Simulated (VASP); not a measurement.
Input of a VASP 6.6.1 run:

File INCAR:

```
SYSTEM = SiC
ALGO = Normal
EDIFF = 1E-8
ENCUT = 520
GGA = PE
ISIF = 2
ISMEAR = -1
LASPH = .TRUE.
LCHARG = .FALSE.
LEFG = .TRUE.
LREAL = .FALSE.
LWAVE = .FALSE.
NBANDS = 36
NELM = 80
PREC = Accurate
SIGMA = 0.02
```

File KPOINTS:

```
k-points
0
G
  10 10 2
  0 0 0
```

POSCAR

```
SiC
1.0
    1.5591510065     -2.7026027097      0.0000000000
    1.5591510065      2.7026027097      0.0000000000
    0.0000000000      0.0000000000     15.3208951886
Si C
6 6
Direct
    0.1666620629      0.8333379371      0.8577214520
    0.8333379371      0.1666620629      0.3577214520
    0.5001149255      0.4998850745      0.5245066742
    0.4998850745      0.5001149255      0.0245066742
    0.8334420064      0.1665579936      0.6912249935
    0.1665579936      0.8334420064      0.1912249935
    0.5001800041      0.4998199959      0.6498136389
    0.4998199959      0.5001800041      0.1498136389
    0.1666200943      0.8333799057      0.9826819952
    0.8333799057      0.1666200943      0.4826819952
    0.8333969748      0.1666030252      0.8161912462
    0.1666030252      0.8333969748      0.3161912462
```

Potentials or basis: VASP PAW PBE potentials, release 64 (Si, C).

Command:

```sh
$ cat potpaw_PBE.64/Si/POTCAR potpaw_PBE.64/C/POTCAR > POTCAR
$ mpirun -np 1 vasp_std > vasp.out
```

Task: Estimate the pressure.

Result: -5.0 GPa.

Task: Predict the largest force.

Result: 0.014 eV/Å.

Task: Predict the band gap on the k mesh.

Result: 2.03 eV, indirect (least direct gap 3.12 eV).

Stress tensor (GPa, compression positive):
```
-4.76  0.00  0.00
 0.00 -5.04  0.00
 0.00  0.00 -5.27
```

Caveat: without QUAD_EFG the Cq values of the log hold for a quadrupole moment of 1 mb, not for the nuclei. A k mesh can miss the band edges.
